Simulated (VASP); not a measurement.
A run of VASP 6.6.1 is set up as follows.

Contents of INCAR:

```
PREC = Accurate ; ENCUT = 520
EDIFF = 1E-7 ; ISMEAR = 0
SIGMA = 0.05 ; LREAL = False
LASPH = True ; NELM = 150
ALGO = Fast ; ISIF = 2
LWAVE = False ; LCHARG = True
LNONCOLLINEAR = True ; MAGMOM = 0 0 0
LORBIT = 11 ; LSORBIT = True
GGA_COMPAT = False ; LORBMOM = True
GGA = PE ; LVHAR = True
NBANDS = 23
```

File KPOINTS:

```
Automatic mesh
0
Gamma
  16 16 16
```

The input POSCAR:

```
Hg
1.0
   -1.8969977549      1.8969977549      1.8969977549
    1.8969977549     -1.8969977549      1.8969977549
    1.8969977549      1.8969977549     -1.8969977549
Hg
1
Direct
    0.0000000000      0.0000000000      0.0000000000
```

Potentials or basis: VASP PAW PBE potentials, release 64 (Hg).

The run is started by

```sh
$ cat potpaw_PBE.64/Hg/POTCAR > POTCAR
$ mpirun -np 1 vasp_ncl > vasp.out
```

(1) Predict the net moment.

(2) Predict the pressure.

Results:

(1) 0.00 μB per cell.

(2) 0.4 GPa.
